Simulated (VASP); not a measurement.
# SiC (Moissanite) (P6_3mc) in VASP: further runs

SiC (Moissanite) is run at these levels: PBE; tasks: single point, relaxation of cell and atoms.

All numbers are computed with VASP 6.6.1; they aren't measurements. Logs are shortened: lines on timing, memory, paths and dates and some standing lists are left out, and cuts for length are marked.

## 1. The cell of the first run

Symmetry: P6_3mc, No. 186, hexagonal system. Conventional cell: a = 3.092 Å, b = 3.092 Å, c = 5.074 Å, α = 90.00°, β = 90.00°, γ = 120.00°. Si (site symmetry 3m) has 4 C at 1.89 to 1.91 Å within 2.5 Å. C (site symmetry 3m) has 4 Si at 1.89 to 1.91 Å within 2.5 Å.

## 2. Single point, PBE

INCAR

```
SYSTEM = SiC
  ALGO = Normal
  EDIFF = 1E-6
  ENCUT = 520
  GGA = PE
  ISIF = 2
  ISMEAR = 0
  LASPH = .TRUE.
  LCHARG = .FALSE.
  LREAL = .FALSE.
  LWAVE = .FALSE.
  NBANDS = 16
  NELM = 60
  PREC = Accurate
  SIGMA = 0.02
```

KPOINTS

```
k-points
0
G
  12 12 6
  0 0 0
```

POSCAR

```
SiC
1.0
    3.0919867199      0.0000000000      0.0000000000
   -1.5459933600      2.6777390476      0.0000000000
    0.0000000000      0.0000000000      5.0737648109
Si C
2 2
Direct
    0.3333333333      0.6666666667      0.0045636685
    0.6666666667      0.3333333333      0.5045636685
    0.3333333333      0.6666666667      0.3804363315
    0.6666666667      0.3333333333      0.8804363315
```

Potentials or basis: VASP PAW PBE potentials, release 64 (Si, C).

The run is started by

```
cat potpaw_PBE.64/Si/POTCAR potpaw_PBE.64/C/POTCAR > POTCAR
mpirun -np 1 vasp_std > vasp.out
```

OUTCAR:

```text
SYSTEM = SiC
   EDIFF = 1E-6
   ENCUT = 520
   GGA = PE
   ISIF = 2
   ISMEAR = 0
   LASPH = .TRUE.
   LREAL = .FALSE.
   NELM = 60
   PREC = Accurate

 ion  position               nearest neighbor table
   1  0.333  0.667  0.005-   4 1.89   4 1.89   4 1.89   3 1.91   2 3.10   2 3.10   2 3.10   2 3.10
                             2 3.10   2 3.10
   2  0.667  0.333  0.505-   3 1.89   3 1.89   3 1.89   4 1.91   1 3.10   1 3.10   1 3.10   1 3.10
                             1 3.10   1 3.10
   3  0.333  0.667  0.380-   2 1.89   2 1.89   2 1.89   1 1.91
   4  0.667  0.333  0.880-   1 1.89   1 1.89   1 1.89   2 1.91

  LATTYP: Found a hexagonal cell.
 ALAT       =     3.0919867199
 C/A-ratio  =     1.6409400397

  Lattice vectors:

 A1 = (   3.0919867199,   0.0000000000,   0.0000000000)
 A2 = (  -1.5459933600,   2.6777390476,   0.0000000000)
 A3 = (   0.0000000000,   0.0000000000,   5.0737648109)

Analysis of symmetry for initial positions (statically):
=====================================================================
 Subroutine PRICEL returns:
 Original cell was already a primitive cell.

 Routine SETGRP: Setting up the symmetry group for a
 hexagonal supercell.

 Subroutine GETGRP returns: Found 12 space group operations
 (whereof  6 operations were pure point group operations)
 out of a pool of 24 trial point group operations.

The static configuration has the point symmetry C_3v.
 The point group associated with its full space group is C_6v.

Analysis of symmetry for dynamics (positions and initial velocities):
=====================================================================
 Subroutine PRICEL returns:
 Original cell was already a primitive cell.

 Routine SETGRP: Setting up the symmetry group for a
 hexagonal supercell.

 Subroutine GETGRP returns: Found 12 space group operations
 (whereof  6 operations were pure point group operations)
 out of a pool of 24 trial point group operations.

The dynamic configuration has the point symmetry C_3v.
 The point group associated with its full space group is C_6v.

 Subroutine INISYM returns: Found 12 space group operations
 (whereof  6 operations are pure point group operations),
 and found     1 'primitive' translations

----------------------------------------------------------------------------------------

                                     Primitive cell

  volume of cell :      42.0084

  direct lattice vectors                    reciprocal lattice vectors
     3.091986720  0.000000000  0.000000000     0.323416654  0.186724692  0.000000000
    -1.545993360  2.677739048  0.000000000     0.000000000  0.373449385  0.000000000
     0.000000000  0.000000000  5.073764811     0.000000000  0.000000000  0.197092305

  length of vectors
     3.091986720  3.091986720  5.073764811     0.373449385  0.373449385  0.197092305

  position of ions in fractional coordinates (direct lattice)
     0.333333333  0.666666667  0.004563668
     0.666666667  0.333333333  0.504563668
     0.333333333  0.666666667  0.380436332
     0.666666667  0.333333333  0.880436332

  ion indices of the primitive-cell ions
   primitive index   ion index
                 1           1
                 2           2
                 3           3
                 4           4

----------------------------------------------------------------------------------------

 KPOINTS: k-points

Automatic generation of k-mesh.
 Grid dimensions read from file:
 generate k-points for:   12   12    6

 Generating k-lattice:

  Cartesian coordinates                     Fractional coordinates (reciprocal lattice)
     0.026951388  0.015560391  0.000000000     0.083333333  0.000000000  0.000000000
     0.000000000  0.031120782  0.000000000     0.000000000  0.083333333  0.000000000
     0.000000000  0.000000000  0.032848717     0.000000000  0.000000000  0.166666667

  Length of vectors
     0.031120782  0.031120782  0.032848717

  Shift w.r.t. Gamma in fractional coordinates (k-lattice)
     0.000000000  0.000000000  0.000000000

 Subroutine IBZKPT returns following result:
 ===========================================

 Found     76 irreducible k-points:

 Following reciprocal coordinates:
            Coordinates               Weight
  0.000000  0.000000  0.000000      1.000000
  0.083333  0.000000  0.000000      6.000000
  0.166667  0.000000  0.000000      6.000000
  0.250000  0.000000  0.000000      6.000000
  0.333333  0.000000  0.000000      6.000000
  0.416667  0.000000  0.000000      6.000000
[... 16 lines left out ...]
  0.250000  0.000000  0.166667     12.000000
  0.333333  0.000000  0.166667     12.000000
 [... further k-points ...]
   k-points           NKPTS =     76   k-points in BZ     NKDIM =     76   number of bands    NBANDS=     16
   number of dos      NEDOS =    301   number of ions     NIONS =      4
   total plane-waves  NPLWV =  23040
   dimension x,y,z NGX =    24 NGY =   24 NGZ =   40
   dimension x,y,z NGXF=    48 NGYF=   48 NGZF=   80
   ions per type =               2   2
   NGX,Y,Z   is equivalent  to a cutoff of  12.90, 12.90, 13.11 a.u.
   NGXF,Y,Z  is equivalent  to a cutoff of  25.81, 25.81, 26.21 a.u.
 SYSTEM =  SiC
   PREC   = accura    normal or accurate (medium, high low for compatibility)
   ISTART =      0    job   : 0-new  1-cont  2-samecut
   ICHARG =      2    charge: 1-file 2-atom 10-const
   ISPIN  =      1    spin polarized calculation?
   LNONCOLLINEAR =      F non collinear calculations
   LSORBIT =      F    spin-orbit coupling
   LASPH  =      T    aspherical Exc in radial PAW
   ENCUT  =  520.0 eV  38.22 Ry    6.18 a.u.   5.75  5.75  9.43*2*pi/ulx,y,z
   NELM   =     60;   NELMIN=  2; NELMDL= -5     # of ELM steps
   EDIFF  = 0.1E-05   stopping-criterion for ELM
   LREAL  =      F    real-space projection
   EDIFFG = 0.1E-04   stopping-criterion for IOM
   NSW    =      0    number of steps for IOM
   IBRION =     -1    ionic relax: 0-MD 1-quasi-New 2-CG
   NFREE  =      0    steps in history (QN), initial steepest desc. (CG)
   ISIF   =      2    stress and relaxation
   ISYM   =      2    0-nonsym 1-usesym 2-fastsym
   POTIM  = 0.5000    time-step for ionic-motion
   TEBEG  =    0.0;   TEEND  =   0.0 temperature during run
   PSTRESS=    0.0 pullay stress
   NELECT =      16.0000    total number of electrons
   NUPDOWN=      -1.0000    fix difference up-down
   EMIN   =  10.00;   EMAX   =-10.00  energy-range for DOS
   EFERMI =   0.00;   METHOD = LEGACY
   ISMEAR =     0;   SIGMA  =   0.02  broadening in eV -4-tet -1-fermi 0-gaus
   EFERMI_NEDOS =   21; number of points for ismear=-14 and -15
   IALGO  =     38    algorithm
   IMIX   =      4    mixing-type and parameters
     AMIX     =   0.40;   BMIX     =  1.00
     AMIX_MAG =   1.60;   BMIX_MAG =  1.00
  volume/ion in A,a.u.               =      10.50        70.87
  Fermi-wavevector in a.u.,A,eV,Ry     =   1.186687  2.242513 19.160070  1.408225
  Thomas-Fermi vector in A             =   2.322854
   LORBIT       =      0    0 simple, 1 ext, 2 COOP (PROOUT), +10 PAW based schemes
   GGA     = PE    functional components
   LHFCALC =     F    Hartree Fock is set to
   AEXX    =    0.0000 exact exchange contribution
   IVDW    =     0    specifies the selected vdW correction
   LEPSILON=     F    determine dielectric tensor
   LRPA    =     F    only Hartree local field effects (RPA)
 non-spin polarized calculation
 Gauss-broadening in eV      SIGMA  =   0.02
  energy-cutoff  :      520.00
  volume of cell :       42.01
 maximum number of plane-waves:      1170
 NGX is ok and might be reduce to    24
   NGX = 11   NGY = 11   NGZ = 19

 number of electron      16.0000000 magnetization

 Free energy of the ion-electron system (eV)
  ---------------------------------------------------
  ext. energy  EPLUGINS =         0.00000000
  ---------------------------------------------------
  free energy    TOTEN  =       -30.11026360 eV

  energy without entropy =      -30.11026360  energy(sigma->0) =      -30.11026360

 E-fermi :   8.2527     XC(G=0): -11.2829

 val. band max:        8.0841567231   @ k =   0.0000   0.0000   0.0000
 cond. band min:      10.3890963071   @ k =   0.3333   0.3333   0.0000
 fundamental gap:      2.3049395840
 Fermi energy:         8.2526565343

 k-point     1 :       0.0000    0.0000    0.0000
  band No.  band energies     occupation
      1      -7.3611      2.00000
      2      -3.8511      2.00000
      3      -0.5232      2.00000
      4       6.7744      2.00000
      5       6.7744      2.00000
      6       7.9762      2.00000
[... 8 lines left out ...]
     15      16.9324      0.00000
     16      19.3007      0.00000

 k-point     2 :       0.0833    0.0000    0.0000
  band No.  band energies     occupation
      1      -7.2421      2.00000
      2      -3.7494      2.00000
      3      -0.4141      2.00000
      4       6.0941      2.00000
      5       6.5666      2.00000
      6       7.6203      2.00000
[... 8 lines left out ...]
     15      17.2340      0.00000
     16      18.4305      0.00000

 k-point     3 :       0.1667    0.0000    0.0000
  band No.  band energies     occupation
      1      -6.8882      2.00000
      2      -3.4534      2.00000
      3      -0.0965      2.00000
      4       4.6197      2.00000
      5       6.0961      2.00000
      6       6.5068      2.00000
[... 8 lines left out ...]
     15      17.5666      0.00000
     16      17.9037      0.00000

 k-point     4 :       0.2500    0.0000    0.0000
  band No.  band energies     occupation
      1      -6.3106      2.00000
      2      -3.0000      2.00000
      3       0.3803      2.00000
      4       3.0207      2.00000
      5       5.1291      2.00000
      6       5.5847      2.00000
[... 8 lines left out ...]
     15      18.0462      0.00000
     16      18.8044      0.00000
[... 324 lines left out ...]
 k-point    22 :       0.1667    0.0000    0.1667
  band No.  band energies     occupation
      1      -6.7555      2.00000
      2      -3.9619      2.00000
      3       0.6058      2.00000
      4       4.7408      2.00000
      5       6.1224      2.00000
      6       6.1858      2.00000
[... 8 lines left out ...]
     15      17.7361      0.00000
     16      18.2683      0.00000

 k-point    23 :       0.2500    0.0000    0.1667
  band No.  band energies     occupation
      1      -6.1800      2.00000
      2      -3.4717      2.00000
      3       0.9644      2.00000
      4       3.2244      2.00000
      5       4.7443      2.00000
      6       5.6812      2.00000
[... 8 lines left out ...]
     15      18.7510      0.00000
     16      18.7730      0.00000

 k-point    24 :       0.3333    0.0000    0.1667
  band No.  band energies     occupation
      1      -5.4110      2.00000
      2      -2.8945      2.00000
      3       0.8017      2.00000
      4       2.5091      2.00000
      5       3.3303      2.00000
      6       5.2621      2.00000
[... 8 lines left out ...]
     15      19.2440      0.00000
     16      20.0379      0.00000

 [... further k-points ...]
[... 5 lines left out ...]
  --------------------------------------------------------------------------------------
  -------------------------------------------------------------------------------------
  Total       -0.0137377     -0.0137377      0.0017025      0.0000000      0.0000000      0.0000000
  in kB       -0.5239497     -0.5239497      0.0649340      0.0000000      0.0000000      0.0000000
  external PRESSURE =      -0.3276552 kB  Pullay stress =       0.0000000 kB

 VOLUME and BASIS-vectors are now :
 -----------------------------------------------------------------------------
  energy-cutoff  :      520.00
  volume of cell :       42.01
      direct lattice vectors                 reciprocal lattice vectors
     3.091986720  0.000000000  0.000000000     0.323416654  0.186724692  0.000000000
    -1.545993360  2.677739048  0.000000000     0.000000000  0.373449385  0.000000000
     0.000000000  0.000000000  5.073764811     0.000000000  0.000000000  0.197092305

 POSITION                                       TOTAL-FORCE (eV/Angst)
 -----------------------------------------------------------------------------------
     -0.00000      1.78516      0.02315        -0.000000      0.000000      0.002186
      1.54599      0.89258      2.56004         0.000000      0.000000      0.002186
     -0.00000      1.78516      1.93024         0.000000      0.000000     -0.002186
      1.54599      0.89258      4.46713        -0.000000      0.000000     -0.002186
 -----------------------------------------------------------------------------------
    total drift:                               -0.000000      0.000000     -0.000141

  FREE ENERGIE OF THE ION-ELECTRON SYSTEM (eV)
  ---------------------------------------------------
  free  energy   TOTEN  =       -30.1102635981 eV

  energy  without entropy=      -30.1102635981  energy(sigma->0) =      -30.11026360
```

It took 32 s on 1 thread of Intel Xeon Platinum 8488C (Sapphire Rapids), shared host; peak memory 0.17 GiB.

Results:

| Quantity | Value |
| --- | --- |
| Free energy | -30.1103 eV |
| Pressure | 0.0 GPa |
| Band gap on the k mesh | 2.30 eV, indirect (least direct gap 3.94 eV) |

Forces on the atoms (eV/Å):
```
Si   0.000  0.000  0.002
Si   0.000  0.000  0.002
C    0.000  0.000 -0.002
C    0.000  0.000 -0.002
```

A k mesh can miss the band edges.

## 3. Single point, PBE

INCAR

```
  PREC = Accurate
  ENCUT = 520
  EDIFF = 1E-6
  ISMEAR = 0
  SIGMA = 0.01
  LREAL = False
  LASPH = True
  NELM = 80
  ALGO = Normal
  ISIF = 2
  LWAVE = False
  LCHARG = False
  GGA = PE
  NBANDS = 16
```

KPOINTS

```
regular mesh
0
Gamma
  12 12 6
```

POSCAR

```
SiC
1.0
    3.0919056629      0.0000000000      0.0000000000
   -1.5459528315      2.6776688501      0.0000000000
    0.0000000000      0.0000000000      5.0742979411
Si C
2 2
Direct
    0.3333333333      0.6666666667      0.0045798239
    0.6666666667      0.3333333333      0.5045798239
    0.3333333333      0.6666666667      0.3804201761
    0.6666666667      0.3333333333      0.8804201761
```

Potentials or basis: VASP PAW PBE potentials, release 64 (Si, C).

The run is started by

```
cat potpaw_PBE.64/Si/POTCAR potpaw_PBE.64/C/POTCAR > POTCAR
mpirun -np 1 vasp_std > vasp.out
```

Wall time 31 s (1 thread of Intel Xeon Platinum 8488C (Sapphire Rapids), shared host); peak memory 0.18 GiB.

Results (log left out):

* Free energy: -30.1103 eV
* Pressure: 0.0 GPa
* Band gap on the k mesh: 2.30 eV, indirect (least direct gap 3.94 eV)

Levels at points of the mesh, in eV from the valence-band top:
```
           k point  band 6  band 7  band 8  band 9  band 10  band 11
(0.00, 0.00, 0.00)   -0.11    0.00    0.00    4.67     6.04     6.57
(0.50, 0.00, 0.00)   -3.29   -3.24   -1.19    2.75     4.21     6.76
(0.00, 0.00, 0.50)   -0.71   -0.71   -0.71    5.76     5.76     7.27
(0.50, 0.00, 0.50)   -2.42   -2.31   -2.31    3.25     3.25     5.19
```

A k mesh can miss the band edges. PBE gaps usually lie below the measured ones, often by a third to a half.

## 4. Relaxation of cell and atoms, PBE

INCAR

```
PREC = Accurate
ENCUT = 600
EDIFF = 1E-6
ISMEAR = 0
SIGMA = 0.02
LREAL = F
LASPH = T
NELM = 80
ALGO = Normal
ISIF = 3
LWAVE = F
LCHARG = F
GGA = PE
IBRION = 2
NSW = 100
EDIFFG = -0.005
```

KPOINTS is that of step 3.

POSCAR

```
SiC
1.0
    3.0914350655      0.0000000000      0.0000000000
   -1.5457175328      2.6772613009      0.0000000000
    0.0000000000      0.0000000000      5.0751135177
Si C
2 2
Direct
    0.3333333333      0.6666666667      0.0046070224
    0.6666666667      0.3333333333      0.5046070224
    0.3333333333      0.6666666667      0.3803929776
    0.6666666667      0.3333333333      0.8803929776
```

The run is started by

```
cat potpaw_PBE.64/Si/POTCAR potpaw_PBE.64/C/POTCAR > POTCAR
mpirun -np 1 vasp_std > vasp.out
```

It took 62 s on 1 thread of Intel Xeon Platinum 8488C (Sapphire Rapids), shared host; peak memory 0.19 GiB.

Results (log left out):

```yaml
Free_energy: -30.1130 eV
Relaxed_volume: 10.49 Å³/atom
Relaxed_cell: a = 3.091 Å, b = 3.091 Å, c = 5.073 Å, α = 90.00°, β = 90.00°, γ = 120.00°
Space_group_after_relaxing_to_0.05_Å: P6_3mc (No. 186)
Energy_gained_by_relaxing: 0.0 meV/atom
Ionic_steps: 3
Pressure_after_relaxing: 0.0 GPa
Band_gap_on_the_k_mesh: 2.30 eV, indirect (least direct gap 3.94 eV)
```

Forces in eV/Å, atoms in the order of the input:
```
Si   0.000  0.000 -0.002
Si   0.000  0.000 -0.002
C    0.000  0.000  0.002
C    0.000  0.000  0.002
```

Final structure:
```xyz
4
Lattice="3.0909 0.0000 0.0000 -1.5455 2.6768 0.0000 0.0000 0.0000 5.0731" Properties=species:S:1:pos:R:3 pbc="T T T"
Si    0.0000    1.7845    0.0233
Si    1.5455    0.8923    2.5599
C     0.0000    1.7845    1.9298
C     1.5455    0.8923    4.4663
```

Levels at points of the mesh, in eV from the valence-band top:
```
           k point  band 6  band 7  band 8  band 9  band 10  band 11
(0.00, 0.00, 0.00)   -0.11    0.00    0.00    4.68     6.05     6.58
(0.50, 0.00, 0.00)   -3.29   -3.24   -1.19    2.75     4.21     6.77
(0.00, 0.00, 0.50)   -0.71   -0.71   -0.71    5.77     5.77     7.27
(0.50, 0.00, 0.50)   -2.42   -2.31   -2.31    3.25     3.25     5.19
```

## 5. Relaxation of cell and atoms, PBE

INCAR

```
ALGO = Normal
EDIFF = 1E-6
EDIFFG = -0.001
ENCUT = 600
GGA = PE
IBRION = 2
ISIF = 3
ISMEAR = 0
LASPH = True
LCHARG = False
LREAL = False
LWAVE = False
NELM = 100
NSW = 80
PREC = Accurate
SIGMA = 0.01
```

KPOINTS

```
k-points
0
Gamma
  12 12 6
```

POSCAR

```
SiC
1.0
    3.0919867199      0.0000000000      0.0000000000
   -1.5459933600      2.6777390476      0.0000000000
    0.0000000000      0.0000000000      5.0737648109
Si C
2 2
Direct
    0.3333333333      0.6666666667      0.0045636685
    0.6666666667      0.3333333333      0.5045636685
    0.3333333333      0.6666666667      0.3804363315
    0.6666666667      0.3333333333      0.8804363315
```

The run is started by

```
cat potpaw_PBE.64/Si/POTCAR potpaw_PBE.64/C/POTCAR > POTCAR
mpirun -np 1 vasp_std > vasp.out
```

It took 78 s on 1 thread of Intel Xeon Platinum 8488C (Sapphire Rapids), shared host; peak memory 0.19 GiB.

It converged, with:

| Item | Value |
| --- | --- |
| Free energy | -30.1130 eV |
| Relaxed volume | 10.49 Å³/atom |
| Relaxed cell | a = 3.091 Å, b = 3.091 Å, c = 5.073 Å, α = 90.00°, β = 90.00°, γ = 120.00° |
| Space group after relaxing (to 0.05 Å) | P6_3mc (No. 186) |
| Energy gained by relaxing | 0.0 meV/atom |
| Ionic steps | 5 |
| Pressure after relaxing | 0.0 GPa |
| Band gap on the k mesh | 2.30 eV, indirect (least direct gap 3.94 eV) |

Final structure:
```
Si C
1.0
     3.09105    0.00000    0.00000
    -1.54552    2.67692    0.00000
     0.00000    0.00000    5.07289
Si C
2 2
Direct
  0.33333 0.66667 0.00458
  0.66667 0.33333 0.50458
  0.33333 0.66667 0.38042
  0.66667 0.33333 0.88042
```

Levels at points of the mesh, in eV from the valence-band top:
| k point | band 6 | band 7 | band 8 | band 9 | band 10 | band 11 |
| --- | --- | --- | --- | --- | --- | --- |
| (0.00, 0.00, 0.00) | -0.11 | 0.00 | 0.00 | 4.68 | 6.05 | 6.58 |
| (0.50, 0.00, 0.00) | -3.29 | -3.24 | -1.19 | 2.75 | 4.21 | 6.77 |
| (0.00, 0.00, 0.50) | -0.71 | -0.71 | -0.71 | 5.77 | 5.77 | 7.27 |
| (0.50, 0.00, 0.50) | -2.42 | -2.31 | -2.31 | 3.25 | 3.25 | 5.20 |

A k mesh can miss the band edges.

## 6. Overview

| task | cell | cutoff (eV) | smearing | gap on the mesh (eV) | pressure (GPa) | relaxed volume (Å³/atom) |
| --- | --- | --- | --- | --- | --- | --- |
| single point | a = 3.092, b = 3.092, c = 5.074 Å, angles 90.0, 90.0, 120.0°, 4 atoms | 520 | gaussian 0.02 eV | 2.30 | 0.0 | - |
| single point | a = 3.092, b = 3.092, c = 5.074 Å, angles 90.0, 90.0, 120.0°, 4 atoms | 520 | gaussian 0.01 eV | 2.30 | 0.0 | - |
| relaxation of cell and atoms | relaxed from a = 3.091, b = 3.091, c = 5.075 Å, angles 90.0, 90.0, 120.0°, 4 atoms | 600 | gaussian 0.02 eV | 2.30 | 0.0 | 10.49 |
| relaxation of cell and atoms | relaxed from a = 3.092, b = 3.092, c = 5.074 Å, angles 90.0, 90.0, 120.0°, 4 atoms | 600 | gaussian 0.01 eV | 2.30 | 0.0 | 10.49 |

Alike in all rows: level PBE; potentials or basis VASP PAW PBE potentials, release 64 (Si, C); no spin polarisation; k mesh 12 × 12 × 6.

Absolute energies hang on the potentials; compare differences alone.
